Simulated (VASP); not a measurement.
# VH (Fm-3m) in VASP: notebook

The runs below take VH through single point, with BLYP+D3(BJ), PBEsol+D3(BJ), PBEsol.

All numbers are computed with VASP 6.6.1; they aren't measurements. Logs are shortened: lines on timing, memory, paths and dates and some standing lists are left out, and cuts for length are marked.

## (1) The cell of the first run

Symmetry: Fm-3m, No. 225, cubic system. The conventional cell has a = 3.850 Å, b = 3.850 Å, c = 3.850 Å, α = 90.00°, β = 90.00°, γ = 90.00°. V (site symmetry m-3m) has 6 H at 1.93 Å within 2.6 Å. H (site symmetry m-3m) has 6 V at 1.93 Å within 2.6 Å.

## (2) Single point, BLYP+D3(BJ), collinear spin, ferromagnetic start

The input, INCAR:

```
  AGGAC = 1.0
  AGGAX = 1.0
  ALDAC = 0.0
  ALDAX = 1.0
  ALGO = Normal
  EDIFF = 1E-6
  ENCUT = 520
  GGA = B5
  ISIF = 2
  ISMEAR = -1
  ISPIN = 2
  IVDW = 12
  LASPH = True
  LCHARG = False
  LMAXMIX = 4
  LORBIT = 11
  LREAL = False
  LWAVE = False
  MAGMOM = 1.5 0
  NBANDS = 18
  NELM = 150
  PREC = Accurate
  SIGMA = 0.1
  VDW_A1 = 0.4298
  VDW_A2 = 4.2359
  VDW_S6 = 1.0
  VDW_S8 = 2.6996
```

The input, KPOINTS:

```
k-points
0
Gamma
  12 12 12
```

The input, POSCAR:

```
VH
1.0
    0.0000000000      1.9250075975      1.9250075975
    1.9250075975      0.0000000000      1.9250075975
    1.9250075975      1.9250075975      0.0000000000
V H
1 1
Direct
    0.0000000000      0.0000000000      0.0000000000
    0.5000000000      0.5000000000      0.5000000000
```

Potentials or basis: VASP PAW PBE potentials, release 64 (V_sv, H).

Started as:

```bash
> cat potpaw_PBE.64/V_sv/POTCAR potpaw_PBE.64/H/POTCAR > POTCAR
> mpirun -np 1 vasp_std > vasp.out
```

OUTCAR:

```text
EDIFF = 1E-6
   ENCUT = 520
   GGA = B5
   ISIF = 2
   ISMEAR = -1
   ISPIN = 2
   IVDW = 12
   LASPH = True
   LORBIT = 11
   LREAL = False
   NELM = 150
   PREC = Accurate
 IVDW          = 12

 ion  position               nearest neighbor table
   1  0.000  0.000  0.000-
   2  0.500  0.500  0.500-

  LATTYP: Found a face centered cubic cell.
 ALAT       =     3.8500151950

  Lattice vectors:

 A1 = (   0.0000000000,   1.9250075975,   1.9250075975)
 A2 = (   1.9250075975,   0.0000000000,   1.9250075975)
 A3 = (   1.9250075975,   1.9250075975,   0.0000000000)

Analysis of symmetry for initial positions (statically):
=====================================================================
 Subroutine PRICEL returns:
 Original cell was already a primitive cell.

 Routine SETGRP: Setting up the symmetry group for a
 face centered cubic supercell.

 Subroutine GETGRP returns: Found 48 space group operations
 (whereof 48 operations were pure point group operations)
 out of a pool of 48 trial point group operations.

The static configuration has the point symmetry O_h .

Analysis of symmetry for dynamics (positions and initial velocities):
=====================================================================
 Subroutine PRICEL returns:
 Original cell was already a primitive cell.

 Routine SETGRP: Setting up the symmetry group for a
 face centered cubic supercell.

 Subroutine GETGRP returns: Found 48 space group operations
 (whereof 48 operations were pure point group operations)
 out of a pool of 48 trial point group operations.

The dynamic configuration has the point symmetry O_h .

Analysis of structural, dynamic, and magnetic symmetry:
=====================================================================
 Subroutine PRICEL returns:
 Original cell was already a primitive cell.

 Routine SETGRP: Setting up the symmetry group for a
 face centered cubic supercell.

 Subroutine GETGRP returns: Found 48 space group operations
 (whereof 48 operations were pure point group operations)
 out of a pool of 48 trial point group operations.

The overall configuration has the point symmetry O_h .

 Subroutine INISYM returns: Found 48 space group operations
 (whereof 48 operations are pure point group operations),
 and found     1 'primitive' translations

----------------------------------------------------------------------------------------

                                     Primitive cell

  volume of cell :      14.2668

  direct lattice vectors                    reciprocal lattice vectors
     0.000000000  1.925007598  1.925007598    -0.259739235  0.259739235  0.259739235
     1.925007598  0.000000000  1.925007598     0.259739235 -0.259739235  0.259739235
     1.925007598  1.925007598  0.000000000     0.259739235  0.259739235 -0.259739235

  length of vectors
     2.722371852  2.722371852  2.722371852     0.449881551  0.449881551  0.449881551

  position of ions in fractional coordinates (direct lattice)
     0.000000000  0.000000000  0.000000000
     0.500000000  0.500000000  0.500000000

  ion indices of the primitive-cell ions
   primitive index   ion index
                 1           1
                 2           2

----------------------------------------------------------------------------------------

 KPOINTS: k-points

Automatic generation of k-mesh.
 Grid dimensions read from file:
 generate k-points for:   12   12   12

 Generating k-lattice:

  Cartesian coordinates                     Fractional coordinates (reciprocal lattice)
    -0.021644936  0.021644936  0.021644936     0.083333333  0.000000000  0.000000000
     0.021644936 -0.021644936  0.021644936     0.000000000  0.083333333  0.000000000
     0.021644936  0.021644936 -0.021644936     0.000000000  0.000000000  0.083333333

  Length of vectors
     0.037490129  0.037490129  0.037490129

  Shift w.r.t. Gamma in fractional coordinates (k-lattice)
     0.000000000  0.000000000  0.000000000

 Subroutine IBZKPT returns following result:
 ===========================================

 Found     72 irreducible k-points:

 Following reciprocal coordinates:
            Coordinates               Weight
  0.000000  0.000000  0.000000      1.000000
  0.083333  0.000000  0.000000      8.000000
  0.166667  0.000000  0.000000      8.000000
  0.250000  0.000000  0.000000      8.000000
  0.333333  0.000000  0.000000      8.000000
  0.416667  0.000000  0.000000      8.000000
[... 16 lines left out ...]
  0.500000  0.166667  0.000000     24.000000
 -0.416667  0.166667  0.000000     24.000000
 [... further k-points ...]
   k-points           NKPTS =     72   k-points in BZ     NKDIM =     72   number of bands    NBANDS=     18
   number of dos      NEDOS =    301   number of ions     NIONS =      2
   total plane-waves  NPLWV =   8000
   dimension x,y,z NGX =    20 NGY =   20 NGZ =   20
   dimension x,y,z NGXF=    40 NGYF=   40 NGZF=   40
   ions per type =               1   1
   NGX,Y,Z   is equivalent  to a cutoff of  12.21, 12.21, 12.21 a.u.
   NGXF,Y,Z  is equivalent  to a cutoff of  24.43, 24.43, 24.43 a.u.
 SYSTEM =  unknown system
   PREC   = accura    normal or accurate (medium, high low for compatibility)
   ISTART =      0    job   : 0-new  1-cont  2-samecut
   ICHARG =      2    charge: 1-file 2-atom 10-const
   ISPIN  =      2    spin polarized calculation?
   LNONCOLLINEAR =      F non collinear calculations
   LSORBIT =      F    spin-orbit coupling
   LASPH  =      T    aspherical Exc in radial PAW
   ENCUT  =  520.0 eV  38.22 Ry    6.18 a.u.   5.06  5.06  5.06*2*pi/ulx,y,z
   NELM   =    150;   NELMIN=  2; NELMDL= -5     # of ELM steps
   EDIFF  = 0.1E-05   stopping-criterion for ELM
   LREAL  =      F    real-space projection
   EDIFFG = 0.1E-04   stopping-criterion for IOM
   NSW    =      0    number of steps for IOM
   IBRION =     -1    ionic relax: 0-MD 1-quasi-New 2-CG
   NFREE  =      0    steps in history (QN), initial steepest desc. (CG)
   ISIF   =      2    stress and relaxation
   ISYM   =      2    0-nonsym 1-usesym 2-fastsym
   POTIM  = 0.5000    time-step for ionic-motion
   TEBEG  =    0.0;   TEEND  =   0.0 temperature during run
   PSTRESS=    0.0 pullay stress
   NELECT =      14.0000    total number of electrons
   NUPDOWN=      -1.0000    fix difference up-down
   EMIN   =  10.00;   EMAX   =-10.00  energy-range for DOS
   EFERMI =   0.00;   METHOD = LEGACY
   ISMEAR =    -1;   SIGMA  =   0.10  broadening in eV -4-tet -1-fermi 0-gaus
   EFERMI_NEDOS =   21; number of points for ismear=-14 and -15
   IALGO  =     38    algorithm
   IMIX   =      4    mixing-type and parameters
     AMIX     =   0.40;   BMIX     =  1.00
     AMIX_MAG =   1.60;   BMIX_MAG =  1.00
  volume/ion in A,a.u.               =       7.13        48.14
  Fermi-wavevector in a.u.,A,eV,Ry     =   1.626828  3.074260 36.008777  2.646570
  Thomas-Fermi vector in A             =   2.719724
   LORBIT       =     11    0 simple, 1 ext, 2 COOP (PROOUT), +10 PAW based schemes
   GGA     = B5    functional components
   LHFCALC =     F    Hartree Fock is set to
   AEXX    =    0.0000 exact exchange contribution
   IVDW    =    12    specifies the selected vdW correction
   LEPSILON=     F    determine dielectric tensor
   LRPA    =     F    only Hartree local field effects (RPA)
 spin polarized calculation
  energy-cutoff  :      520.00
  volume of cell :       14.27
 maximum number of plane-waves:       397
   NGX = 11   NGY = 11   NGZ = 11

 number of electron      13.9999996 magnetization      -0.0019272

 number of electron      13.9999996 magnetization       0.0000943

 Free energy of the ion-electron system (eV)
  ---------------------------------------------------
  ext. energy  EPLUGINS =         0.00000000
  ---------------------------------------------------
  free energy    TOTEN  =       -11.27139138 eV

  energy without entropy =      -11.21890928  energy(sigma->0) =      -11.24515033

 E-fermi :  11.1750     XC(G=0): -12.6848

 val. band max:       11.1715094073   @ k =  -0.0833   0.0833   0.0000
 cond. band min:      11.1852421189   @ k =   0.2500   0.0000   0.0000
 fundamental gap:      0.0137327116
 Fermi energy:        11.1749938741

 spin component 1

 k-point     1 :       0.0000    0.0000    0.0000
  band No.  band energies     occupation
      1     -52.6748      1.00000
      2     -26.2677      1.00000
      3     -26.2677      1.00000
      4     -26.2677      1.00000
      5       0.3676      1.00000
      6      11.0056      0.84476
[... 10 lines left out ...]
     17      38.1110      0.00000
     18      38.1110      0.00000
[... 463 lines left out ...]
 k-point    24 :      -0.4167    0.1667    0.0000
  band No.  band energies     occupation
      1     -52.4994      1.00000
      2     -27.0111      1.00000
      3     -26.5121      1.00000
      4     -26.3953      1.00000
      5       4.9541      1.00000
      6       7.9623      1.00000
[... 10 lines left out ...]
     17      42.4913      0.00000
     18      44.3838      0.00000

 [... further k-points ...]

 spin component 2

 k-point     1 :       0.0000    0.0000    0.0000
  band No.  band energies     occupation
      1     -52.6747      1.00000
      2     -26.2674      1.00000
      3     -26.2673      1.00000
      4     -26.2673      1.00000
      5       0.3677      1.00000
      6      11.0057      0.84461
[... 10 lines left out ...]
     17      38.1121      0.00000
     18      38.1121      0.00000
[... 463 lines left out ...]
 k-point    24 :      -0.4167    0.1667    0.0000
  band No.  band energies     occupation
      1     -52.4992      1.00000
      2     -27.0108      1.00000
      3     -26.5118      1.00000
      4     -26.3950      1.00000
      5       4.9541      1.00000
      6       7.9623      1.00000
[... 10 lines left out ...]
     17      42.4913      0.00000
     18      44.3830      0.00000

 [... further k-points ...]

------------------------ aborting loop because EDIFF is reached ----------------------------------------

 Edisp (eV)   -1.95982

 E8    (eV) :    -1.4223

  FORCE on cell =-STRESS in cart. coord.  units (eV):
  Direction    XX          YY          ZZ          XY          YZ          ZX
  --------------------------------------------------------------------------------------
  -------------------------------------------------------------------------------------
  Total       0.02367     0.02367     0.02367     0.00000    -0.00000    -0.00000
  in kB       2.65830     2.65830     2.65830     0.00000    -0.00000    -0.00000
  external pressure =        2.66 kB  Pullay stress =        0.00 kB

 VOLUME and BASIS-vectors are now :
 -----------------------------------------------------------------------------
  energy-cutoff  :      520.00
  volume of cell :       14.27
      direct lattice vectors                 reciprocal lattice vectors
     0.000000000  1.925007598  1.925007598    -0.259739235  0.259739235  0.259739235
     1.925007598  0.000000000  1.925007598     0.259739235 -0.259739235  0.259739235
     1.925007598  1.925007598  0.000000000     0.259739235  0.259739235 -0.259739235

 POSITION                                       TOTAL-FORCE (eV/Angst)
 -----------------------------------------------------------------------------------
      0.00000      0.00000      0.00000         0.000000     -0.000000      0.000000
      1.92501      1.92501      1.92501        -0.000000      0.000000     -0.000000
 -----------------------------------------------------------------------------------
    total drift:                                0.000000     -0.000000     -0.000000

  FREE ENERGIE OF THE ION-ELECTRON SYSTEM (eV)
  ---------------------------------------------------
  free  energy   TOTEN  =       -13.2312064957 eV

  energy  without entropy=      -13.1787243951  energy(sigma->0) =      -13.20496545

 total charge

# of ion       s       p       d       tot
------------------------------------------
    1        2.278   6.249   3.266  11.794
    2        0.586   0.033   0.000   0.620
--------------------------------------------------
tot          2.865   6.283   3.266  12.414

 magnetization (x)

# of ion       s       p       d       tot
------------------------------------------
    1        0.000  -0.000   0.000   0.000
    2       -0.000   0.000   0.000  -0.000
--------------------------------------------------
tot         -0.000  -0.000   0.000   0.000
```

Run time: 16 s. Hardware: 1 thread of Intel Xeon 6975P-C (Granite Rapids), shared host; peak memory 0.15 GiB.

Results:

| Quantity | Value |
| --- | --- |
| Free energy | -13.2312 eV |
| Pressure | 0.3 GPa |
| Band gap on the k mesh | zero (filled and empty bands overlap) |
| Net moment | 0.00 μB per cell |
| Valence electrons inside the program's atomic spheres | V 11.79; H 0.62 |
| Dispersion energy per atom | -0.980 eV |

Caveat: the moments typed at the start vanished in this run; the PAW data sets were made with another functional, which shifts forces and pressure a little.

## (3) Single point, PBEsol+D3(BJ), collinear spin, ferromagnetic start

This run uses another cell than the first one, of 7.15 Å³/atom.

The input, INCAR:

```
PREC = Accurate
ENCUT = 520
EDIFF = 1E-6
ISMEAR = -1
SIGMA = 0.1
LREAL = False
LASPH = True
NELM = 150
ALGO = Normal
ISIF = 2
LWAVE = False
LCHARG = False
ISPIN = 2
MAGMOM = 1.5 0
LORBIT = 11
LMAXMIX = 4
GGA = PS
IVDW = 12
NBANDS = 18
```

The input, KPOINTS:

```
Automatic mesh
0
Gamma
  12 12 12
```

The input, POSCAR:

```
VH
1.0
    0.0000000000      1.9263127550      1.9263127550
    1.9263127550      0.0000000000      1.9263127550
    1.9263127550      1.9263127550      0.0000000000
V H
1 1
Direct
    0.0000000000      0.0000000000      0.0000000000
    0.5000000000      0.5000000000      0.5000000000
```

Potentials or basis: VASP PAW PBE potentials, release 64 (V_sv, H).

Started as:

```bash
> cat potpaw_PBE.64/V_sv/POTCAR potpaw_PBE.64/H/POTCAR > POTCAR
> mpirun -np 1 vasp_std > vasp.out
```

Run time: 13 s. Hardware: 1 thread of Intel Xeon 6975P-C (Granite Rapids), shared host; peak memory 0.15 GiB.

The run converged. Its results:

```yaml
Free_energy: -14.1774 eV
Pressure: 0.1 GPa
Band_gap_on_the_k_mesh: zero (filled and empty bands overlap)
Net_moment: 0.00 μB per cell
Valence_electrons_inside_the_program's_atomic_spheres: V 11.76; H 0.58
Dispersion_energy_per_atom: -0.393 eV
```

Levels at points of the mesh, in eV from the Fermi level:
Spin up:
| k point | band 5 | band 6 | band 7 | band 8 | band 9 | band 10 |
| --- | --- | --- | --- | --- | --- | --- |
| (0.00, 0.00, 0.00) | -10.83 | -0.09 | -0.09 | -0.09 | 1.53 | 1.53 |
| (0.50, 0.00, 0.00) | -5.46 | -4.06 | -0.54 | -0.54 | 2.82 | 2.82 |
| (0.50, 0.50, 0.00) | -7.97 | -2.91 | 1.90 | 2.71 | 3.22 | 3.22 |
Spin down:
```
           k point  band 5  band 6  band 7  band 8  band 9  band 10
(0.00, 0.00, 0.00)  -10.83   -0.09   -0.09   -0.09    1.53     1.53
(0.50, 0.00, 0.00)   -5.46   -4.06   -0.54   -0.54    2.82     2.82
(0.50, 0.50, 0.00)   -7.97   -2.91    1.90    2.71    3.22     3.22
```

Caveat: the moments typed at the start vanished in this run; the PAW data sets were made with another functional, which shifts forces and pressure a little.

## (4) Single point, PBEsol, collinear spin, ferromagnetic start

This run uses another cell than the first one, of 7.43 Å³/atom.

The input, INCAR:

```
PREC     = Accurate       # precision mode
ENCUT    = 520            # plane-wave cutoff, eV
EDIFF    = 1E-6           # SCF threshold, eV
ISMEAR   = -1             # smearing method
SIGMA    = 0.1            # smearing width, eV
LREAL    = F              # projectors in reciprocal space
LASPH    = T              # aspherical terms in the spheres
NELM     = 150            # most SCF steps
ALGO     = Normal         # electronic algorithm
ISIF     = 2              # what is computed and relaxed
LWAVE    = F              # write WAVECAR
LCHARG   = F              # write CHGCAR
ISPIN    = 2              # spin polarisation
MAGMOM   = 1.5 0          # initial moments
LORBIT   = 11             # projections on sites
LMAXMIX  = 4              # l up to which the mixer works
GGA      = PS             # functional
NBANDS   = 18             # bands
```

The input, KPOINTS:

```
regular mesh
0
Gamma
  12 12 12
```

The input, POSCAR:

```
VH
1.0
    0.0000000000      1.9514106145      1.9514106145
    1.9514106145      0.0000000000      1.9514106145
    1.9514106145      1.9514106145      0.0000000000
V H
1 1
Direct
    0.0000000000      0.0000000000      0.0000000000
    0.5000000000      0.5000000000      0.5000000000
```

Started as:

```bash
> cat potpaw_PBE.64/V_sv/POTCAR potpaw_PBE.64/H/POTCAR > POTCAR
> mpirun -np 1 vasp_std > vasp.out
```

Run time: 14 s. Hardware: 1 thread of Intel Xeon 6975P-C (Granite Rapids), shared host; peak memory 0.16 GiB.

The run converged. Its results:

* Free energy: -13.4069 eV
* Pressure: 0.1 GPa
* Band gap on the k mesh: zero (filled and empty bands overlap)
* Net moment: 0.00 μB per cell
* Valence electrons inside the program's atomic spheres: V 11.69; H 0.57

Levels at points of the mesh, in eV from the Fermi level:
Spin up:
| k point | band 3 | band 4 | band 5 | band 6 | band 7 | band 8 | band 9 | band 10 | band 11 | band 12 |
| --- | --- | --- | --- | --- | --- | --- | --- | --- | --- | --- |
| (0.00, 0.00, 0.00) | -37.44 | -37.44 | -10.63 | -0.07 | -0.07 | -0.07 | 1.46 | 1.46 | 12.99 | 16.59 |
| (0.50, 0.00, 0.00) | -37.53 | -37.53 | -5.41 | -3.92 | -0.50 | -0.50 | 2.67 | 2.67 | 7.50 | 10.73 |
| (0.50, 0.50, 0.00) | -37.69 | -37.69 | -7.70 | -2.76 | 1.76 | 2.57 | 3.06 | 3.06 | 6.95 | 10.93 |
Spin down:
```
           k point  band 4  band 5  band 6  band 7  band 8  band 9  band 10  band 11
(0.00, 0.00, 0.00)  -37.44  -10.63   -0.07   -0.07   -0.07    1.46     1.46    12.99
(0.50, 0.00, 0.00)  -37.53   -5.41   -3.92   -0.50   -0.50    2.67     2.67     7.50
(0.50, 0.50, 0.00)  -37.69   -7.70   -2.76    1.76    2.57    3.06     3.06     6.95
```

Caveat: the moments typed at the start vanished in this run; the PAW data sets were made with another functional, which shifts forces and pressure a little.

## (5) Overview

| level | cell | gap on the mesh (eV) | pressure (GPa) | moment (μB) |
| --- | --- | --- | --- | --- |
| BLYP+D3(BJ) | a = 2.722 Å, angles 60.0°, 2 atoms | none | 0.3 | 0.00 |
| PBEsol+D3(BJ) | a = 2.724 Å, angles 60.0°, 2 atoms | none | 0.1 | 0.00 |
| PBEsol | a = 2.760 Å, angles 60.0°, 2 atoms | none | 0.1 | 0.00 |

Alike in all rows: task single point; potentials or basis VASP PAW PBE potentials, release 64 (V_sv, H); spin collinear, ferromagnetic start; k mesh 12 × 12 × 12; cutoff (eV) 520; smearing fermi-dirac 0.1 eV.

Caveats: the moments typed at the start vanished in this run; the PAW data sets were made with another functional, which shifts forces and pressure a little.

Total energies depend on the potentials used, so only differences within one code and one set of settings carry meaning.
